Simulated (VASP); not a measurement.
Set up this calculation in VASP 6.6.1, as the native input.

| Item | Value |
| --- | --- |
| Task | single point |
| Functional | LDA |
| Potentials or basis | VASP PAW LDA potentials, release 64 (W_sv, S) |
| Cutoff | 500 eV |
| k mesh | 6 × 6 × 1 |
| Occupations | methfessel-paxton, width 0.1 eV |
| Spin | no spin polarisation |
| Dipole correction | no |
| Further INCAR settings | ALGO = Normal; EDIFF = 1e-06; NBANDS = 20 |

The structure of WS2 lies in POSCAR:

```
WS2
1.0
    3.1835200000      0.0000000000      0.0000000000
   -1.5917600000      2.7570100000      0.0000000000
    0.0000000000      0.0000000000     16.9505800000
W S
1 2
Direct
    0.3531170450      0.6492246034      0.0005424842
    0.6626510006      0.3110058866      0.9070805758
    0.6895577110      0.3354819958      0.0905539246
```

These files were run (other wordings do the same):

INCAR

```
SYSTEM = WS2
PREC = Accurate
ENCUT = 500
EDIFF = 1E-6
ISMEAR = 1
SIGMA = 0.1
LREAL = .FALSE.
LASPH = .TRUE.
NELM = 120
ALGO = Normal
ISIF = 2
LWAVE = .FALSE.
LCHARG = .TRUE.
GGA = CA
LELF = .TRUE.
LVHAR = .TRUE.
NBANDS = 20
GGA_COMPAT = .FALSE.
```

KPOINTS

```
Automatic mesh
0
G
  6 6 1
  0 0 0
```

Potentials or basis: VASP PAW LDA potentials, release 64 (W_sv, S).

Run with:

```console
$ cat potpaw_LDA.64/W_sv/POTCAR potpaw_LDA.64/S/POTCAR > POTCAR
$ mpirun -np 1 vasp_std > vasp.out
```

It gave:

| Property | Result |
| --- | --- |
| Largest force | 1.361 eV/Å |
| Band gap on the k mesh | 1.74 eV, indirect (least direct gap 1.77 eV) |

Caveat: spin-orbit coupling is left out, which moves the levels of the heavy elements.

It took 60 s on 1 thread of Intel(R) Xeon(R) Platinum 8259CL CPU @ 2.50GHz (Skylake/Cascade Lake) (shared host), peak memory 0.22 GiB.
